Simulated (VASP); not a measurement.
# Mn3Si (Fm-3m) in VASP: relaxation of cell and atoms with PBEsol+D3(BJ)

Aim: the relaxation of cell and atoms of Mn3Si with PBEsol+D3(BJ).

Program: VASP 6.6.1. These are calculated values, not measurements. Logs are shortened: lines on timing, memory, paths and dates and some standing lists are left out, and cuts for length are marked.

## Step 1: The cell of the first run

The structure is cubic, space group Fm-3m (No. 225). The conventional cell has a = 5.722 Å, b = 5.722 Å, c = 5.722 Å, α = 90.00°, β = 90.00°, γ = 90.00°. Within 3.3 Å of Mn (site symmetry m-3m) lie 8 Mn at 2.48 Å and 6 Si at 2.86 Å. Within 3.3 Å of Mn (site symmetry -43m) lie 10 Mn at 2.48 to 2.86 Å and 4 Si at 2.48 Å. Within 3.3 Å of Si (site symmetry m-3m) lie 14 Mn at 2.48 to 2.86 Å.

## Step 2: Relaxation of cell and atoms, PBEsol+D3(BJ), collinear spin, ferromagnetic start

File INCAR:

```
SYSTEM = Mn3Si
PREC = Accurate
ENCUT = 600
EDIFF = 1E-6
ISMEAR = -1
SIGMA = 0.05
LREAL = .FALSE.
LASPH = .TRUE.
NELM = 150
ALGO = Normal
ISIF = 3
LWAVE = .FALSE.
LCHARG = .FALSE.
ISPIN = 2
MAGMOM = 5.2 5.2 5.2 0
LORBIT = 11
LMAXMIX = 4
GGA = PS
IVDW = 12
IBRION = 2
NSW = 80
EDIFFG = -0.02
```

File KPOINTS:

```
Automatic mesh
0
G
  8 8 8
  0 0 0
```

File POSCAR:

```
Mn3Si
1.0
    0.0000000000      2.8610000000      2.8610000000
    2.8610000000      0.0000000000      2.8610000000
    2.8610000000      2.8610000000      0.0000000000
Mn Si
3 1
Direct
    0.5000000000      0.5000000000      0.5000000000
    0.2500000000      0.2500000000      0.2500000000
    0.7500000000      0.7500000000      0.7500000000
    0.0000000000      0.0000000000      0.0000000000
```

Potentials or basis: VASP PAW PBE potentials, release 64 (Mn_pv, Si).

Run with:

```sh
$ cat potpaw_PBE.64/Mn_pv/POTCAR potpaw_PBE.64/Si/POTCAR > POTCAR
$ mpirun -np 1 vasp_std > vasp.out
```

OUTCAR:

```text
SYSTEM = Mn3Si
   PREC = Accurate
   ENCUT = 600
   EDIFF = 1E-6
   ISMEAR = -1
   LREAL = .FALSE.
   LASPH = .TRUE.
   NELM = 150
   ISIF = 3
   ISPIN = 2
   LORBIT = 11
   GGA = PS
   IVDW = 12
   IBRION = 2
   NSW = 80
   EDIFFG = -0.02
 IVDW          = 12

 ion  position               nearest neighbor table
   1  0.500  0.500  0.500-   2 2.48   2 2.48   2 2.48   3 2.48   3 2.48   3 2.48   3 2.48   2 2.48
                             4 2.86   4 2.86   4 2.86   4 2.86   4 2.86   4 2.86
   2  0.250  0.250  0.250-   4 2.48   4 2.48   4 2.48   1 2.48   1 2.48   1 2.48   4 2.48   1 2.48
                             3 2.86   3 2.86   3 2.86   3 2.86   3 2.86   3 2.86
   3  0.750  0.750  0.750-   1 2.48   1 2.48   1 2.48   4 2.48   4 2.48   4 2.48   4 2.48   1 2.48
                             2 2.86   2 2.86   2 2.86   2 2.86   2 2.86   2 2.86
   4  0.000  0.000  0.000-   3 2.48   3 2.48   3 2.48   2 2.48   2 2.48   2 2.48   3 2.48   2 2.48
                             1 2.86   1 2.86   1 2.86   1 2.86   1 2.86   1 2.86

  LATTYP: Found a face centered cubic cell.
 ALAT       =     5.7220000000

  Lattice vectors:

 A1 = (   0.0000000000,   2.8610000000,   2.8610000000)
 A2 = (   2.8610000000,   0.0000000000,   2.8610000000)
 A3 = (   2.8610000000,   2.8610000000,   0.0000000000)

Analysis of symmetry for initial positions (statically):
=====================================================================
 Subroutine PRICEL returns:
 Original cell was already a primitive cell.

 Routine SETGRP: Setting up the symmetry group for a
 face centered cubic supercell.

 Subroutine GETGRP returns: Found 48 space group operations
 (whereof 48 operations were pure point group operations)
 out of a pool of 48 trial point group operations.

The static configuration has the point symmetry O_h .

Analysis of symmetry for dynamics (positions and initial velocities):
=====================================================================
 Subroutine PRICEL returns:
 Original cell was already a primitive cell.

 Routine SETGRP: Setting up the symmetry group for a
 face centered cubic supercell.

 Subroutine GETGRP returns: Found 48 space group operations
 (whereof 48 operations were pure point group operations)
 out of a pool of 48 trial point group operations.

The dynamic configuration has the point symmetry O_h .

Analysis of structural, dynamic, and magnetic symmetry:
=====================================================================
 Subroutine PRICEL returns:
 Original cell was already a primitive cell.

 Routine SETGRP: Setting up the symmetry group for a
 face centered cubic supercell.

[... 131 lines left out ...]
  Thomas-Fermi vector in A             =   2.689710
   LORBIT       =     11    0 simple, 1 ext, 2 COOP (PROOUT), +10 PAW based schemes
   GGA     = PS    functional components
   LHFCALC =     F    Hartree Fock is set to
   AEXX    =    0.0000 exact exchange contribution
   IVDW    =    12    specifies the selected vdW correction
   LEPSILON=     F    determine dielectric tensor
   LRPA    =     F    only Hartree local field effects (RPA)
 conjugate gradient relaxation of ions
 spin polarized calculation
  energy-cutoff  :      600.00
  volume of cell :       46.84
 maximum number of plane-waves:      1588
   NGX = 17   NGY = 17   NGZ = 17

--------------------------------------- Ionic step        1  -------------------------------------------

 number of electron      43.0000000 magnetization      15.6000000

 number of electron      42.9999997 magnetization       2.5315134

 Free energy of the ion-electron system (eV)
  ---------------------------------------------------
  ext. energy  EPLUGINS =         0.00000000
  ---------------------------------------------------
  free energy    TOTEN  =       -36.04118679 eV

  energy without entropy =      -35.99925102  energy(sigma->0) =      -36.02021891

 E-fermi :   9.9722     XC(G=0): -13.2542

 val. band max:        9.9711017596   @ k =   0.1250   0.1250   0.0000
 cond. band min:       9.9725524383   @ k =  -0.1250   0.1250   0.0000
 fundamental gap:      0.0014506787
 Fermi energy:         9.9721565829

 spin component 1

 k-point     1 :       0.0000    0.0000    0.0000
  band No.  band energies     occupation
      1     -38.7629      1.00000
      2     -38.7628      1.00000
      3     -38.7628      1.00000
      4     -37.7104      1.00000
      5     -37.7104      1.00000
      6     -37.7104      1.00000
[... 1721 lines left out ...]
     32      19.6371      0.00000
     33      20.4378      0.00000

 [... further k-points ...]

------------------------ aborting loop EDIFF was not reached (unconverged)  ----------------------------

 Edisp (eV)   -1.43807

 E8    (eV) :    -0.9596

  FORCE on cell =-STRESS in cart. coord.  units (eV):
  Direction    XX          YY          ZZ          XY          YZ          ZX
  --------------------------------------------------------------------------------------
  -------------------------------------------------------------------------------------
  Total      -6.23253    -6.23253    -6.23253     0.00000     0.00000     0.00000
  in kB    -213.20222  -213.20222  -213.20222     0.00000     0.00000     0.00000
  external pressure =     -213.20 kB  Pullay stress =        0.00 kB
[... 109 lines left out ...]
--------------------------------------- Ionic step        4  -------------------------------------------

 number of electron      43.0000037 magnetization       1.1572968

 Free energy of the ion-electron system (eV)
  ---------------------------------------------------
  ext. energy  EPLUGINS =         0.00000000
  ---------------------------------------------------
  free energy    TOTEN  =       -36.35655357 eV

  energy without entropy =      -36.32073134  energy(sigma->0) =      -36.33864246

 E-fermi :  11.5857     XC(G=0): -13.8603

 val. band max:       11.5778243927   @ k =   0.5000   0.2500   0.1250
 cond. band min:      11.5990640977   @ k =   0.3750   0.0000   0.0000
 fundamental gap:      0.0212397050
 Fermi energy:        11.5857029170

 spin component 1

 k-point     1 :       0.0000    0.0000    0.0000
  band No.  band energies     occupation
      1     -37.4138      1.00000
      2     -37.4137      1.00000
      3     -37.4137      1.00000
      4     -35.8137      1.00000
      5     -35.8137      1.00000
      6     -35.8137      1.00000
[... 1758 lines left out ...]
  FREE ENERGIE OF THE ION-ELECTRON SYSTEM (eV)
  ---------------------------------------------------
  free  energy   TOTEN  =       -37.9604950273 eV

  energy  without entropy=      -37.9246727954  energy(sigma->0) =      -37.94258391

 reached required accuracy - stopping structural energy minimisation

 total charge

# of ion       s       p       d       tot
------------------------------------------
    1        0.415   6.426   5.165  12.005
    2        0.374   6.424   5.329  12.128
    3        0.374   6.424   5.329  12.128
    4        0.730   0.954   0.000   1.684
--------------------------------------------------
tot          1.893  20.228  15.823  37.945

 magnetization (x)

# of ion       s       p       d       tot
------------------------------------------
    1        0.017   0.021   2.034   2.072
    2       -0.005  -0.013  -0.470  -0.488
    3       -0.005  -0.013  -0.470  -0.488
    4        0.019   0.012   0.000   0.031
--------------------------------------------------
tot          0.026   0.008   1.094   1.128
```

Run time: 31 min. Hardware: 1 thread of Oxide Virtual Turin-like, shared host; peak memory 0.24 GiB.

What came out:

| Property | Result |
| --- | --- |
| Free energy | -37.9605 eV |
| Relaxed volume | 10.50 Å³/atom |
| Relaxed cell | a = 3.902 Å, b = 3.902 Å, c = 3.902 Å, α = 60.00°, β = 60.00°, γ = 60.00° |
| Space group after relaxing (to 0.1 Å) | Fm-3m (No. 225) |
| Energy gained by relaxing | 120.3 meV/atom |
| Ionic steps | 4 |
| Pressure after relaxing | -0.2 GPa |
| Net moment | 1.16 μB per cell |
| Site moments | Mn +2.07, -0.49 (each value once); Si +0.03 μB |
| Valence electrons inside the program's atomic spheres | Mn 12.01, 12.13 (each value once); Si 1.68 |
| Dispersion energy per atom | -0.401 eV |

The path:
| step | energy change (eV) | largest force (eV/Å) | pressure (GPa) | volume (Å³) |
| --- | --- | --- | --- | --- |
| 1 | 0.0000 | 0.0000 | -21.32 | 46.84 |
| 2 | 0.0841 | 0.0000 | 41.74 | 37.05 |
| 3 | -0.4783 | 0.0000 | 2.30 | 41.57 |
| 4 | -0.4812 | 0.0000 | -0.20 | 42.02 |

Final structure:
```xyz
4
Lattice="0.0000 2.7593 2.7593 2.7593 0.0000 2.7593 2.7593 2.7593 0.0000" Properties=species:S:1:pos:R:3 pbc="T T T"
Mn    2.7593    2.7593    2.7593
Mn    1.3796    1.3796    1.3796
Mn    4.1389    4.1389    4.1389
Si    0.0000    0.0000    0.0000
```

Caveat: the PAW data sets were made with another functional, which shifts forces and pressure a little.
